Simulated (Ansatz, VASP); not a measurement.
SiC: VASP beside Ansatz

```
Si C
1.0
     3.07594    0.00000    0.00000
    -1.53797    2.66385    0.00000
     0.00000    0.00000    5.04776
Si C
2 2
Direct
  0.33333 0.66667 0.00459
  0.66667 0.33333 0.50459
  0.33333 0.66667 0.38041
  0.66667 0.33333 0.88041
```

Alike in both runs: task single point; functional PBEsol; k mesh 12 × 12 × 6; occupations gaussian, width 0.01 eV; no spin polarisation.

|  | VASP | Ansatz |
| --- | --- | --- |
| version | VASP 6.6.1 | Ansatz 0.2.0 |
| potentials or method | VASP PAW PBE potentials, release 64 (Si, C), cutoff 520 eV | scalar-relativistic, plane waves, PAW |
| valence electrons in the cell | 16 | 16 |

```tsv
	VASP	Ansatz	Ansatz less VASP
gap on the k mesh at the Fermi level (eV)	2.11	2.12	+0.010
least direct gap on the mesh (eV)	3.85	3.86	+0.007
```

VASP's potentials were made for PBE, not for PBEsol. With one functional, cell and mesh, what is left measures potentials, basis and numerics.
